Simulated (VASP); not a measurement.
# Ga6HN6 in VASP: single point with PBE+D3(BJ)

Aim: the single point of Ga6HN6 with PBE+D3(BJ).

Program: VASP 6.6.1. These are calculated values, not measurements. Logs are shortened: lines on timing, memory, paths and dates and some standing lists are left out, and cuts for length are marked.

### Step 1. The cell of the first run

The cell holds a slab with vacuum, 26 atoms: a = 6.393 Å, b = 5.209 Å, c = 24.459 Å, α = 90.00°, β = 90.00°, γ = 90.00°.

### Step 2. Single point, PBE+D3(BJ)

Contents of INCAR:

```
SYSTEM = Ga6HN6
PREC = Accurate
ENCUT = 520
EDIFF = 1E-6
ISMEAR = 0
SIGMA = 0.05
LREAL = Auto
LASPH = .True.
NELM = 60
ALGO = Normal
ISIF = 2
LWAVE = .False.
LCHARG = .True.
LDIPOL = .True.
IDIPOL = 3
DIPOL = 0.5 0.5 0.474
GGA = PE
IVDW = 12
LELF = .True.
LVHAR = .True.
LVACPOTAV = .True.
NBANDS = 128
```

Contents of KPOINTS:

```
regular mesh
0
Gamma
  3 3 1
  0 0 0
```

Contents of POSCAR:

```
Ga6HN6
1.0
    6.3931260417      0.0000000000      0.0000000000
    0.0000000000      5.2085710379      0.0000000000
    0.0000000000      0.0000000000     24.4593778220
Ga N H
12 12 2
Direct
    0.5000000000      0.0008110330      0.3270729148
    0.0000000000      0.0008110330      0.3270729148
    0.7500000000      0.5008110330      0.3647994780
    0.2500000000      0.5008110330      0.3647994780
    0.7500000000      0.0008110330      0.4402526041
    0.2500000000      0.0008110330      0.4402526041
    0.0001617072      0.4988470627      0.4758050143
    0.4998231232      0.4988517090      0.4758092501
    0.0001261549      0.0040498086      0.5566731927
    0.4997279482      0.0040268529      0.5566767232
    0.2499514155      0.4703478235      0.5808254263
    0.7499677770      0.4694113553      0.5794812962
    0.5000000000      0.6241889670      0.3270729148
    0.0000000000      0.6241889670      0.3270729148
    0.7500000000      0.1241889670      0.3647994780
    0.2500000000      0.1241889670      0.3647994780
    0.7500000000      0.6241889670      0.4402526041
    0.2500000000      0.6241889670      0.4402526041
    0.0001130609      0.1231793994      0.4770001150
    0.4998637022      0.1231681593      0.4770073798
    0.0004235042      0.6282793502      0.5541181765
    0.4994938275      0.6282600213      0.5541126857
    0.2499106604      0.1216936862      0.5908538216
    0.7499272157      0.1223694112      0.5902584545
    0.2514069461      0.7794119207      0.6585756590
    0.2525275281      0.6508386037      0.6738762394
```

Potentials or basis: VASP PAW PBE potentials, release 64 (Ga_d, N, H).

The run is started by

```
cat potpaw_PBE.64/Ga_d/POTCAR potpaw_PBE.64/N/POTCAR potpaw_PBE.64/H/POTCAR > POTCAR
mpirun -np 1 vasp_std > vasp.out
```

OUTCAR:

```text
SYSTEM = Ga6HN6
   PREC = Accurate
   ENCUT = 520
   EDIFF = 1E-6
   ISMEAR = 0
   LREAL = Auto
   LASPH = .True.
   NELM = 60
   ISIF = 2
   GGA = PE
   IVDW = 12
 IVDW          = 12

 ion  position               nearest neighbor table
   1  0.500  0.001  0.327-  15 1.95  16 1.95  13 1.96
   2  0.000  0.001  0.327-  15 1.95  16 1.95  14 1.96
   3  0.750  0.501  0.365-  17 1.95  14 1.95  13 1.95  15 1.96
   4  0.250  0.501  0.365-  18 1.95  14 1.95  13 1.95  16 1.96
   5  0.750  0.001  0.440-  19 1.94  20 1.94  15 1.95  17 1.96
   6  0.250  0.001  0.440-  20 1.94  19 1.94  16 1.95  18 1.96
   7  0.000  0.499  0.476-  18 1.93  17 1.93  19 1.96  21 2.03
   8  0.500  0.499  0.476-  18 1.93  17 1.93  20 1.96  22 2.03
   9  0.000  0.004  0.557-  24 1.90  23 1.90  21 1.96  19 2.05
  10  0.500  0.004  0.557-  24 1.90  23 1.90  22 1.96  20 2.05
  11  0.250  0.470  0.581-  23 1.83  21 1.91  22 1.91
  12  0.750  0.469  0.579-  24 1.83  21 1.91  22 1.91
  13  0.500  0.624  0.327-   3 1.95   4 1.95   1 1.96
  14  0.000  0.624  0.327-   3 1.95   4 1.95   2 1.96
  15  0.750  0.124  0.365-   5 1.95   2 1.95   1 1.95   3 1.96
  16  0.250  0.124  0.365-   6 1.95   2 1.95   1 1.95   4 1.96
  17  0.750  0.624  0.440-   7 1.93   8 1.93   3 1.95   5 1.96
  18  0.250  0.624  0.440-   8 1.93   7 1.93   4 1.95   6 1.96
  19  0.000  0.123  0.477-   6 1.94   5 1.94   7 1.96   9 2.05
  20  0.500  0.123  0.477-   6 1.94   5 1.94   8 1.96  10 2.05
  21  0.000  0.628  0.554-  12 1.91  11 1.91   9 1.96   7 2.03
  22  0.499  0.628  0.554-  12 1.91  11 1.91  10 1.96   8 2.03
  23  0.250  0.122  0.591-  11 1.83   9 1.90  10 1.90
  24  0.750  0.122  0.590-  12 1.83   9 1.90  10 1.90
  25  0.251  0.779  0.659-  26 0.77
  26  0.253  0.651  0.674-  25 0.77

  LATTYP: Found a simple orthorhombic cell.
 ALAT       =     5.2085710379
 B/A-ratio  =     1.2274241813
 C/A-ratio  =     4.6959862204

  Lattice vectors:

 A1 = (   0.0000000000,  -5.2085710379,   0.0000000000)
 A2 = (   6.3931260417,   0.0000000000,   0.0000000000)
 A3 = (   0.0000000000,   0.0000000000,  24.4593778220)

Analysis of symmetry for initial positions (statically):
=====================================================================
 Subroutine PRICEL returns:
 Original cell was already a primitive cell.

 Routine SETGRP: Setting up the symmetry group for a
 simple orthorhombic supercell.

 Subroutine GETGRP returns: Found  1 space group operations
 (whereof  1 operations were pure point group operations)
 out of a pool of  8 trial point group operations.

The static configuration has the point symmetry C_1 .

Analysis of symmetry for dynamics (positions and initial velocities):
=====================================================================
 Subroutine PRICEL returns:
 Original cell was already a primitive cell.

 Routine SETGRP: Setting up the symmetry group for a
 simple orthorhombic supercell.

 Subroutine GETGRP returns: Found  1 space group operations
 (whereof  1 operations were pure point group operations)
 out of a pool of  8 trial point group operations.

The dynamic configuration has the point symmetry C_1 .

 Subroutine INISYM returns: Found  1 space group operations
 (whereof  1 operations are pure point group operations),
 and found     1 'primitive' translations

----------------------------------------------------------------------------------------

                                     Primitive cell

  volume of cell :     814.4741

  direct lattice vectors                    reciprocal lattice vectors
     6.393126042  0.000000000  0.000000000     0.156418002  0.000000000  0.000000000
     0.000000000  5.208571038  0.000000000     0.000000000  0.191991238  0.000000000
     0.000000000  0.000000000 24.459377822     0.000000000  0.000000000  0.040884114

  length of vectors
     6.393126042  5.208571038 24.459377822     0.156418002  0.191991238  0.040884114

  position of ions in fractional coordinates (direct lattice)
     0.500000000  0.000811033  0.327072915
     0.000000000  0.000811033  0.327072915
     0.750000000  0.500811033  0.364799478
     0.250000000  0.500811033  0.364799478
     0.750000000  0.000811033  0.440252604
     0.250000000  0.000811033  0.440252604
[... 18 lines left out ...]
     0.251406946  0.779411921  0.658575659
     0.252527528  0.650838604  0.673876239

  ion indices of the primitive-cell ions
   primitive index   ion index
                 1           1
                 2           2
                 3           3
                 4           4
                 5           5
                 6           6
[... 18 lines left out ...]
                25          25
                26          26

----------------------------------------------------------------------------------------

 KPOINTS: regular mesh

Automatic generation of k-mesh.
 Grid dimensions read from file:
 generate k-points for:    3    3    1

 Generating k-lattice:

  Cartesian coordinates                     Fractional coordinates (reciprocal lattice)
     0.052139334  0.000000000  0.000000000     0.333333333  0.000000000  0.000000000
     0.000000000  0.063997079  0.000000000     0.000000000  0.333333333  0.000000000
     0.000000000  0.000000000  0.040884114     0.000000000  0.000000000  1.000000000

  Length of vectors
     0.052139334  0.063997079  0.040884114

  Shift w.r.t. Gamma in fractional coordinates (k-lattice)
     0.000000000  0.000000000  0.000000000

 Subroutine IBZKPT returns following result:
 ===========================================

 Found      5 irreducible k-points:

 Following reciprocal coordinates:
            Coordinates               Weight
  0.000000  0.000000  0.000000      1.000000
  0.333333  0.000000  0.000000      2.000000
  0.000000  0.333333  0.000000      2.000000
  0.333333  0.333333  0.000000      2.000000
 -0.333333  0.333333  0.000000      2.000000
   k-points           NKPTS =      5   k-points in BZ     NKDIM =      5   number of bands    NBANDS=    128
   number of dos      NEDOS =    301   number of ions     NIONS =     26
   total plane-waves  NPLWV = 368640
   dimension x,y,z NGX =    48 NGY =   40 NGZ =  192
   dimension x,y,z NGXF=    96 NGYF=   80 NGZF=  384
   ions per type =              12  12   2
   NGX,Y,Z   is equivalent  to a cutoff of  12.48, 12.77, 13.05 a.u.
   NGXF,Y,Z  is equivalent  to a cutoff of  24.96, 25.53, 26.10 a.u.
 SYSTEM =  Ga6HN6
   PREC   = accura    normal or accurate (medium, high low for compatibility)
   ISTART =      0    job   : 0-new  1-cont  2-samecut
   ICHARG =      2    charge: 1-file 2-atom 10-const
   ISPIN  =      1    spin polarized calculation?
   LNONCOLLINEAR =      F non collinear calculations
   LSORBIT =      F    spin-orbit coupling
   LASPH  =      T    aspherical Exc in radial PAW
   ENCUT  =  520.0 eV  38.22 Ry    6.18 a.u.  11.89  9.68 45.48*2*pi/ulx,y,z
   NELM   =     60;   NELMIN=  2; NELMDL= -5     # of ELM steps
   EDIFF  = 0.1E-05   stopping-criterion for ELM
   LREAL  =      T    real-space projection
   EDIFFG = 0.1E-04   stopping-criterion for IOM
   NSW    =      0    number of steps for IOM
   IBRION =     -1    ionic relax: 0-MD 1-quasi-New 2-CG
   NFREE  =      0    steps in history (QN), initial steepest desc. (CG)
   ISIF   =      2    stress and relaxation
   ISYM   =      2    0-nonsym 1-usesym 2-fastsym
   POTIM  = 0.5000    time-step for ionic-motion
   TEBEG  =    0.0;   TEEND  =   0.0 temperature during run
   PSTRESS=    0.0 pullay stress
   NELECT =     218.0000    total number of electrons
   NUPDOWN=      -1.0000    fix difference up-down
   EMIN   =  10.00;   EMAX   =-10.00  energy-range for DOS
   EFERMI =   0.00;   METHOD = LEGACY
   ISMEAR =     0;   SIGMA  =   0.05  broadening in eV -4-tet -1-fermi 0-gaus
   EFERMI_NEDOS =   21; number of points for ismear=-14 and -15
   IALGO  =     38    algorithm
   IMIX   =      4    mixing-type and parameters
     AMIX     =   0.40;   BMIX     =  1.00
     AMIX_MAG =   1.60;   BMIX_MAG =  1.00
  volume/ion in A,a.u.               =      31.33       211.40
  Fermi-wavevector in a.u.,A,eV,Ry     =   1.055038  1.993732 15.144702  1.113104
  Thomas-Fermi vector in A             =   2.190221
   LORBIT       =      0    0 simple, 1 ext, 2 COOP (PROOUT), +10 PAW based schemes
   GGA     = PE    functional components
   LHFCALC =     F    Hartree Fock is set to
   AEXX    =    0.0000 exact exchange contribution
   IVDW    =    12    specifies the selected vdW correction
   LEPSILON=     F    determine dielectric tensor
   LRPA    =     F    only Hartree local field effects (RPA)
 non-spin polarized calculation
 Gauss-broadening in eV      SIGMA  =   0.05
  energy-cutoff  :      520.00
  volume of cell :      814.47
 maximum number of plane-waves:     21963
   NGX = 23   NGY = 19   NGZ = 91

 dipolmoment           0.000000      0.000000      0.040454 electrons x Angstroem

 number of electron     217.9999993 magnetization

 dipolmoment           0.000000      0.000000     -0.033043 electrons x Angstroem

 Free energy of the ion-electron system (eV)
  ---------------------------------------------------
  ext. energy  EPLUGINS =         0.00000000
  ---------------------------------------------------
  free energy    TOTEN  =      -145.16789218 eV

  energy without entropy =     -145.16789218  energy(sigma->0) =     -145.16789218

 E-fermi :  -1.0950     XC(G=0):  -4.6919

 val. band max:       -1.3542159768   @ k =   0.0000   0.0000   0.0000
 cond. band min:      -0.6060840584   @ k =   0.0000   0.0000   0.0000
 fundamental gap:      0.7481319184
 Fermi energy:        -1.0949918687

 k-point     1 :       0.0000    0.0000    0.0000
  band No.  band energies     occupation
      1     -17.7090      2.00000
      2     -17.3782      2.00000
      3     -17.1740      2.00000
      4     -17.0854      2.00000
      5     -17.0348      2.00000
      6     -16.8174      2.00000
[... 609 lines left out ...]
    120       4.0011      0.00000
    121       4.1175      0.00000
 [bands above 121 left out]

------------------------ aborting loop because EDIFF is reached ----------------------------------------

 Edisp (eV)   -4.62328

 E8    (eV) :    -1.9217

  FORCE on cell =-STRESS in cart. coord.  units (eV):
  Direction    XX          YY          ZZ          XY          YZ          ZX
  --------------------------------------------------------------------------------------
  -------------------------------------------------------------------------------------
  Total       3.76099    -4.60104     0.10974     0.00079     1.47299     0.00217
  in kB       7.39835    -9.05085     0.21588     0.00155     2.89757     0.00426
  external pressure =       -0.48 kB  Pullay stress =        0.00 kB

 VOLUME and BASIS-vectors are now :
 -----------------------------------------------------------------------------
  energy-cutoff  :      520.00
  volume of cell :      814.47
      direct lattice vectors                 reciprocal lattice vectors
     6.393126042  0.000000000  0.000000000     0.156418002  0.000000000  0.000000000
     0.000000000  5.208571038  0.000000000     0.000000000  0.191991238  0.000000000
     0.000000000  0.000000000 24.459377822     0.000000000  0.000000000  0.040884114

 POSITION                                       TOTAL-FORCE (eV/Angst)
 -----------------------------------------------------------------------------------
      3.19656      0.00422      8.00000        -0.000272     -1.999402      1.460090
      0.00000      0.00422      8.00000         0.000349     -1.999405      1.460005
      4.79484      2.60851      8.92277        -0.000020      1.094437     -1.631661
      1.59828      2.60851      8.92277         0.000015      1.093781     -1.637871
      4.79484      0.00422     10.76830        -0.001709     -0.346718      0.400111
      1.59828      0.00422     10.76830        -0.000183     -0.350475      0.383948
[... 18 lines left out ...]
      1.60728      4.05962     16.10835         0.000502     -0.004581      0.023107
      1.61444      3.38994     16.48259        -0.002921      0.014518     -0.018401
 -----------------------------------------------------------------------------------
    total drift:                               -0.000561      0.001537     -0.004938

  FREE ENERGIE OF THE ION-ELECTRON SYSTEM (eV)
  ---------------------------------------------------
  free  energy   TOTEN  =      -149.7911671947 eV

  energy  without entropy=     -149.7911671947  energy(sigma->0) =     -149.79116719

 vacuum level on the upper side and lower side of the slab         3.546         3.725
```

Wall time 41 min (1 thread of Intel Xeon 8259CL, shared host); peak memory 0.92 GiB.

Results:

```yaml
Free_energy: -149.7912 eV
Largest_force: 2.476 eV/Å
Band_gap_on_the_k_mesh: 0.75 eV
Dispersion_energy_per_atom: -0.178 eV
```

Forces in eV/Å, atoms in the order of the input:
```
Ga   0.000 -1.999  1.460
Ga   0.000 -1.999  1.460
Ga   0.000  1.094 -1.632
Ga   0.000  1.094 -1.638
Ga  -0.002 -0.347  0.400
Ga   0.000 -0.350  0.384
Ga   0.003 -0.004 -0.009
Ga  -0.002 -0.005 -0.009
Ga   0.007  0.014  0.016
Ga  -0.006  0.015  0.015
Ga   0.002 -0.035  0.007
Ga  -0.002 -0.023  0.008
N    0.000  0.662  0.369
N    0.000  0.662  0.369
N    0.000  0.522 -1.169
N    0.000  0.520 -1.171
N   -0.001  0.063  0.579
N   -0.001  0.078  0.560
N   -0.001 -0.002 -0.003
N    0.002 -0.001 -0.005
N   -0.002  0.004  0.011
N    0.004  0.003  0.009
N    0.003  0.005 -0.010
N    0.001  0.019 -0.007
H    0.001 -0.005  0.023
H   -0.003  0.015 -0.018
```
